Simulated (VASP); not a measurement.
# MgO (Fm-3m) in VASP: a series of runs

Runs on MgO. Level: PBEsol. Tasks: single point, relaxation of cell and atoms.

Everything below comes from runs of VASP 6.6.1. Logs are shortened: lines on timing, memory, paths and dates and some standing lists are left out, and cuts for length are marked.

## (1) The cell of the first run

It takes space group Fm-3m (No. 225, cubic). Conventional cell: a = 4.232 Å, b = 4.232 Å, c = 4.232 Å, α = 90.00°, β = 90.00°, γ = 90.00°. Mg (site symmetry m-3m) has 6 O at 2.12 Å within 2.8 Å. O (site symmetry m-3m) has 6 Mg at 2.12 Å within 2.8 Å.

## (2) Single point, PBEsol

The input, INCAR:

```
SYSTEM = MgO
PREC = Accurate ; ENCUT = 520
EDIFF = 1E-6 ; ISMEAR = 0
SIGMA = 0.01 ; LREAL = .False.
LASPH = .True. ; NELM = 100
ALGO = Normal ; ISIF = 2
LWAVE = .False. ; LCHARG = .False.
GGA = PS ; NBANDS = 11
```

The input, KPOINTS:

```
regular mesh
0
Gamma
  10 10 10
  0 0 0
```

The input, POSCAR:

```
MgO
1.0
    2.1162026869      2.1162026869      0.0000000000
   -2.1162026869      2.1162026869      0.0000000000
    0.0000000000      2.1162026869      2.1162026869
Mg O
1 1
Direct
    0.0000000000      0.0000000000      0.0000000000
    0.5000000000      0.5000000000      0.0000000000
```

Potentials or basis: VASP PAW PBE potentials, release 64 (Mg, O).

Command:

```console
$ cat potpaw_PBE.64/Mg/POTCAR potpaw_PBE.64/O/POTCAR > POTCAR
$ mpirun -np 1 vasp_std > vasp.out
```

OUTCAR:

```text
SYSTEM = MgO
   PREC = Accurate
   ENCUT = 520
   EDIFF = 1E-6
   ISMEAR = 0
   LREAL = .False.
   LASPH = .True.
   NELM = 100
   ISIF = 2
   GGA = PS

 ion  position               nearest neighbor table
   1  0.000  0.000  0.000-   2 2.12   2 2.12   2 2.12   2 2.12   2 2.12   2 2.12
   2  0.500  0.500  0.000-   1 2.12   1 2.12   1 2.12   1 2.12   1 2.12   1 2.12

  LATTYP: Found a face centered cubic cell.
 ALAT       =     4.2324053738

  Lattice vectors:

 A1 = (   0.0000000000,   2.1162026869,   2.1162026869)
 A2 = (   2.1162026869,   0.0000000000,   2.1162026869)
 A3 = (   2.1162026869,   2.1162026869,   0.0000000000)

Analysis of symmetry for initial positions (statically):
=====================================================================
 Subroutine PRICEL returns:
 Original cell was already a primitive cell.

 Routine SETGRP: Setting up the symmetry group for a
 face centered cubic supercell.

 Subroutine GETGRP returns: Found 48 space group operations
 (whereof 48 operations were pure point group operations)
 out of a pool of 48 trial point group operations.

The static configuration has the point symmetry O_h .

Analysis of symmetry for dynamics (positions and initial velocities):
=====================================================================
 Subroutine PRICEL returns:
 Original cell was already a primitive cell.

 Routine SETGRP: Setting up the symmetry group for a
 face centered cubic supercell.

 Subroutine GETGRP returns: Found 48 space group operations
 (whereof 48 operations were pure point group operations)
 out of a pool of 48 trial point group operations.

The dynamic configuration has the point symmetry O_h .

 Subroutine INISYM returns: Found 48 space group operations
 (whereof 48 operations are pure point group operations),
 and found     1 'primitive' translations

----------------------------------------------------------------------------------------

                                     Primitive cell

  volume of cell :      18.9540

  direct lattice vectors                    reciprocal lattice vectors
     2.116202687  2.116202687  0.000000000     0.236272264  0.236272264 -0.236272264
    -2.116202687  2.116202687  0.000000000    -0.236272264  0.236272264 -0.236272264
     0.000000000  2.116202687  2.116202687     0.000000000  0.000000000  0.472544528

  length of vectors
     2.992762541  2.992762541  2.992762541     0.409235566  0.409235566  0.472544528

  position of ions in fractional coordinates (direct lattice)
     0.000000000  0.000000000  0.000000000
     0.500000000  0.500000000  0.000000000

[... 81 lines left out ...]
   NFREE  =      0    steps in history (QN), initial steepest desc. (CG)
   ISIF   =      2    stress and relaxation
   ISYM   =      2    0-nonsym 1-usesym 2-fastsym
   POTIM  = 0.5000    time-step for ionic-motion
   TEBEG  =    0.0;   TEEND  =   0.0 temperature during run
   PSTRESS=    0.0 pullay stress
   NELECT =       8.0000    total number of electrons
   NUPDOWN=      -1.0000    fix difference up-down
   EMIN   =  10.00;   EMAX   =-10.00  energy-range for DOS
   EFERMI =   0.00;   METHOD = LEGACY
   ISMEAR =     0;   SIGMA  =   0.01  broadening in eV -4-tet -1-fermi 0-gaus
   EFERMI_NEDOS =   21; number of points for ismear=-14 and -15
   IALGO  =     38    algorithm
   IMIX   =      4    mixing-type and parameters
     AMIX     =   0.40;   BMIX     =  1.00
     AMIX_MAG =   1.60;   BMIX_MAG =  1.00
  volume/ion in A,a.u.               =       9.48        63.95
  Fermi-wavevector in a.u.,A,eV,Ry     =   1.228017  2.320615 20.517922  1.508025
  Thomas-Fermi vector in A             =   2.362958
   LORBIT       =      0    0 simple, 1 ext, 2 COOP (PROOUT), +10 PAW based schemes
   GGA     = PS    functional components
   LHFCALC =     F    Hartree Fock is set to
   AEXX    =    0.0000 exact exchange contribution
   IVDW    =     0    specifies the selected vdW correction
   LEPSILON=     F    determine dielectric tensor
   LRPA    =     F    only Hartree local field effects (RPA)
 non-spin polarized calculation
 Gauss-broadening in eV      SIGMA  =   0.01
  energy-cutoff  :      520.00
  volume of cell :       18.95
 maximum number of plane-waves:       532
 NGX is ok and might be reduce to    24
   NGX = 11   NGY = 11   NGZ = 11

 number of electron       8.0000005 magnetization

 Free energy of the ion-electron system (eV)
  ---------------------------------------------------
  ext. energy  EPLUGINS =         0.00000000
  ---------------------------------------------------
  free energy    TOTEN  =       -12.51046183 eV

  energy without entropy =      -12.51046183  energy(sigma->0) =      -12.51046183

 E-fermi :   3.0094     XC(G=0): -11.2407

 val. band max:        2.9596968711   @ k =   0.0000   0.0000   0.0000
 cond. band min:       7.4557129702   @ k =   0.0000   0.0000   0.0000
 fundamental gap:      4.4960160991
 Fermi energy:         3.0094344944

 k-point     1 :       0.0000    0.0000    0.0000
  band No.  band energies     occupation
      1     -14.1718      2.00000
      2       2.9597      2.00000
      3       2.9597      2.00000
      4       2.9597      2.00000
      5       7.4557      0.00000
      6      18.5114      0.00000
      7      18.5114      0.00000
      8      18.5114      0.00000
      9      22.3161      0.00000
     10      24.1828      0.00000
     11      24.1828      0.00000
[... 309 lines left out ...]
 k-point    24 :       0.4000    0.3000    0.0000
  band No.  band energies     occupation
      1     -12.6589      2.00000
      2      -0.5973      2.00000
      3       0.2946      2.00000
      4       1.9214      2.00000
      5      12.8621      0.00000
      6      14.7801      0.00000
      7      15.3201      0.00000
      8      20.4475      0.00000
      9      21.2853      0.00000
     10      26.6133      0.00000
     11      29.9117      0.00000

 [... further k-points ...]
[... 5 lines left out ...]
  --------------------------------------------------------------------------------------
  -------------------------------------------------------------------------------------
  Total       -0.2984196     -0.2984196     -0.2984196     -0.0000000     -0.0000000     -0.0000000
  in kB      -25.2252863    -25.2252863    -25.2252863     -0.0000000     -0.0000000     -0.0000000
  external PRESSURE =     -25.2252863 kB  Pullay stress =       0.0000000 kB

 VOLUME and BASIS-vectors are now :
 -----------------------------------------------------------------------------
  energy-cutoff  :      520.00
  volume of cell :       18.95
      direct lattice vectors                 reciprocal lattice vectors
     2.116202687  2.116202687  0.000000000     0.236272264  0.236272264 -0.236272264
    -2.116202687  2.116202687  0.000000000    -0.236272264  0.236272264 -0.236272264
     0.000000000  2.116202687  2.116202687     0.000000000  0.000000000  0.472544528

 POSITION                                       TOTAL-FORCE (eV/Angst)
 -----------------------------------------------------------------------------------
      0.00000      0.00000      0.00000         0.000000      0.000000      0.000000
      0.00000      2.11620      0.00000         0.000000      0.000000      0.000000
 -----------------------------------------------------------------------------------
    total drift:                                0.000000     -0.000000     -0.000000

  FREE ENERGIE OF THE ION-ELECTRON SYSTEM (eV)
  ---------------------------------------------------
  free  energy   TOTEN  =       -12.5104618251 eV

  energy  without entropy=      -12.5104618251  energy(sigma->0) =      -12.51046183
```

OSZICAR:

```text
N       E                     dE             d eps       ncg     rms          rms(c)
DAV:   1     0.117482359040E+02    0.11748E+02   -0.47248E+03  1202   0.651E+02
DAV:   2    -0.134015610287E+02   -0.25150E+02   -0.24587E+02  1203   0.131E+02
DAV:   3    -0.138921436935E+02   -0.49058E+00   -0.49034E+00  1229   0.162E+01
DAV:   4    -0.138932728639E+02   -0.11292E-02   -0.11291E-02  1130   0.894E-01
DAV:   5    -0.138932766290E+02   -0.37651E-05   -0.37651E-05  1199   0.496E-02    0.665E+00
DAV:   6    -0.125478801798E+02    0.13454E+01   -0.77197E+00  1067   0.150E+01    0.221E+00
DAV:   7    -0.125243272969E+02    0.23553E-01   -0.51229E-02  1127   0.207E+00    0.130E+00
DAV:   8    -0.125108557460E+02    0.13472E-01   -0.24675E-02  1082   0.177E+00    0.227E-01
DAV:   9    -0.125105508797E+02    0.30487E-03   -0.37571E-04  1184   0.136E-01    0.142E-01
DAV:  10    -0.125104597222E+02    0.91158E-04   -0.46295E-04  1121   0.160E-01    0.481E-03
DAV:  11    -0.125104613833E+02   -0.16611E-05   -0.45707E-06  1148   0.149E-02    0.349E-03
DAV:  12    -0.125104618251E+02   -0.44184E-06   -0.10931E-07   592   0.322E-03
   1 F= -.12510462E+02 E0= -.12510462E+02  d E =-.305305E-15
```

Wall time 11 s (1 thread of Intel Xeon 8259CL, shared host); peak memory 0.14 GiB.

What came out:

```
Free energy            : -12.5105 eV
Pressure               : -2.5 GPa
Band gap on the k mesh : 4.50 eV, direct
```

Caveat: the PAW data sets were made with another functional, which shifts forces and pressure a little. Expect the measured gap to be larger: semilocal functionals such as PBEsol lack the derivative discontinuity.

## (3) Single point, PBEsol

This run uses another cell than the first one, of 9.24 Å³/atom, 0.975 times its volume.

The input, INCAR:

```
  PREC = Accurate
  ENCUT = 520
  EDIFF = 1E-6
  ISMEAR = 0
  SIGMA = 0.01
  LREAL = F
  LASPH = T
  NELM = 80
  ALGO = Normal
  ISIF = 2
  LWAVE = F
  LCHARG = F
  GGA = PS
  NBANDS = 11
```

The input, KPOINTS:

```
regular mesh
0
Gamma
  10 10 10
```

The input, POSCAR:

```
MgO
1.0
    2.0983923872      2.0983923872      0.0000000000
   -2.0983923872      2.0983923872      0.0000000000
    0.0000000000      2.0983923872      2.0983923872
Mg O
1 1
Direct
    0.0000000000      0.0000000000      0.0000000000
    0.5000000000      0.5000000000      0.0000000000
```

Potentials or basis: VASP PAW PBE potentials, release 64 (Mg, O).

Command:

```console
$ cat potpaw_PBE.64/Mg/POTCAR potpaw_PBE.64/O/POTCAR > POTCAR
$ mpirun -np 1 vasp_std > vasp.out
```

Wall time 11 s (1 thread of Intel Xeon 8259CL, shared host); peak memory 0.14 GiB.

Results (log left out):

```
Free energy            : -12.5114 eV
Pressure               : 1.5 GPa
Band gap on the k mesh : 4.74 eV, direct
```

Levels at points of the mesh, in eV from the valence-band top:
```
           k point  band 1  band 2  band 3  band 4  band 5  band 6  band 7  band 8  band 9
(0.00, 0.00, 0.00)  -17.26    0.00    0.00    0.00    4.74   15.69   15.69   15.69   19.56
(0.50, 0.00, 0.00)  -15.92   -4.73   -0.68   -0.68    7.81   12.63   16.29   16.29   20.93
(0.50, 0.50, 0.00)  -15.65   -4.19   -1.38   -1.38    8.93    9.99   13.09   19.01   19.01
```

Caveat: the PAW data sets were made with another functional, which shifts forces and pressure a little. A hybrid or GW would open this gap; PBEsol tends to underestimate it.

(Continued in part 2 of 2.)
